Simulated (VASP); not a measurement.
KTi2BiO6:

```
CELL_PARAMETERS angstrom
0.00000 3.92869 3.92869
3.92869 0.00000 3.92869
3.92869 3.92869 0.00000
ATOMIC_POSITIONS crystal
K 0.00000 0.00000 0.00000
Ti 0.25000 0.25000 0.25000
Ti 0.75000 0.75000 0.75000
Bi 0.50000 0.50000 0.50000
O 0.50000 0.00000 0.00000
O 0.00000 0.50000 0.50000
O 0.00000 0.00000 0.50000
O 0.50000 0.50000 0.00000
O 0.00000 0.50000 0.00000
O 0.50000 0.00000 0.50000
```

| Property | Result |
| --- | --- |
| Program | VASP 6.6.1 |
| Task | relaxation of volume and atoms at fixed shape |
| Functional | r2SCAN |
| Potentials or basis | VASP PAW PBE potentials, release 64 (K_sv, Ti_sv, Bi_d, O) |
| Cutoff | 600 eV |
| k mesh | 5 × 5 × 5 |
| Occupations | fermi-dirac, width 0.05 eV |
| Spin | no spin polarisation |

At the start: pressure -4.6 GPa; volume 12.13 Å³/atom.

**Question.** Where does the relaxation end?

**Answer.** Over 3 steps the energy falls by 4.5 meV/atom and the volume is 11.82 Å³/atom (-2.5 %); space group Fm-3m (No. 225, to 0.1 Å) before and after.

The path:
```tsv
step	energy change (eV)	largest force (eV/Å)	pressure (GPa)	volume (Å³)
1	0.0000	0.0000	-4.63	121.28
2	0.0035	0.0000	5.30	115.22
3	-0.0451	0.0000	-0.01	118.25
```

Final structure:
```cif
data_structure
_symmetry_space_group_name_H-M 'P 1'
_symmetry_Int_Tables_number 1
_cell_length_a 5.5094
_cell_length_b 5.5094
_cell_length_c 5.5094
_cell_angle_alpha 60.000
_cell_angle_beta 60.000
_cell_angle_gamma 60.000
_cell_volume 118.25
loop_
_atom_site_label
_atom_site_type_symbol
_atom_site_fract_x
_atom_site_fract_y
_atom_site_fract_z
_atom_site_occupancy
K1 K 0.00000 0.00000 0.00000 1
Ti1 Ti 0.25000 0.25000 0.25000 1
Ti2 Ti 0.75000 0.75000 0.75000 1
Bi1 Bi 0.50000 0.50000 0.50000 1
O1 O 0.50000 0.00000 0.00000 1
O2 O 0.00000 0.50000 0.50000 1
O3 O 0.00000 0.00000 0.50000 1
O4 O 0.50000 0.50000 0.00000 1
O5 O 0.00000 0.50000 0.00000 1
O6 O 0.50000 0.00000 0.50000 1
```

Caveat: the PAW data sets were made with another functional, which shifts forces and pressure a little.
